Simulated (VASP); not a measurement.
Write the native input for VASP 6.6.1 that does the following.

- Task: relaxation of cell and atoms
- Functional: PBE
- Potentials or basis: VASP PAW PBE potentials, release 64 (Ag, Rh_pv)
- Cutoff: 600 eV
- k mesh: 6 × 6 × 2
- Occupations: gaussian, width 0.1 eV
- Spin: no spin polarisation
- Dipole correction: no
- Further INCAR settings: ALGO = Normal; EDIFF = 1e-06; IBRION = 2; EDIFFG = -0.04; NSW = 90; ISIF = 3

The structure of Ag2Rh lies in POSCAR:

```
Ag2Rh
1.0
    3.0710270933      0.0000000000      0.0000000000
   -1.5355135467      2.6595874785      0.0000000000
    0.0000000000      0.0000000000     11.9450360586
Ag Rh
4 2
Direct
    0.3333333333      0.6666666667      0.6275000000
    0.6666666667      0.3333333333      0.1275000000
    0.3333333333      0.6666666667      0.8725000000
    0.6666666667      0.3333333333      0.3725000000
    0.3333333333      0.6666666667      0.2500000000
    0.6666666667      0.3333333333      0.7500000000
```

The input as run:

INCAR

```
ALGO = Normal
EDIFF = 1E-6
EDIFFG = -0.04
ENCUT = 600
GGA = PE
IBRION = 2
ISIF = 3
ISMEAR = 0
LASPH = True
LCHARG = False
LREAL = False
LWAVE = False
NELM = 100
NSW = 90
PREC = Accurate
SIGMA = 0.1
```

KPOINTS

```
k-points
0
Gamma
  6 6 2
```

Potentials or basis: VASP PAW PBE potentials, release 64 (Ag, Rh_pv).

Run with:

```bash
$ cat potpaw_PBE.64/Ag/POTCAR potpaw_PBE.64/Rh_pv/POTCAR > POTCAR
$ mpirun -np 1 vasp_std > vasp.out
```

Results of the run:

```json
{"Relaxed volume": "16.39 Å³/atom", "Relaxed cell": "a = 2.798 Å, b = 2.798 Å, c = 14.504 Å, α = 90.00°, β = 90.00°, γ = 120.00°", "Space group after relaxing (to 0.1 Å)": "P6_3/mmc (No. 194)", "Pressure after relaxing": "0.0 GPa", "Largest force after relaxing": "0.003 eV/Å", "Band gap on the k mesh": "zero (bands 37 and 38 overlap by 5.62 eV)"}
```

Caveat: the k points lie up to 0.43 Å⁻¹ apart in the final cell, too coarse for converged energies and pressures of a metal; a cell axis changed by over 15 % at a fixed basis, so the end point is rough.

It took 24 min on 1 thread of Intel(R) Xeon(R) Platinum 8259CL CPU @ 2.50GHz (Skylake/Cascade Lake), with other jobs on the host, peak memory 0.31 GiB.
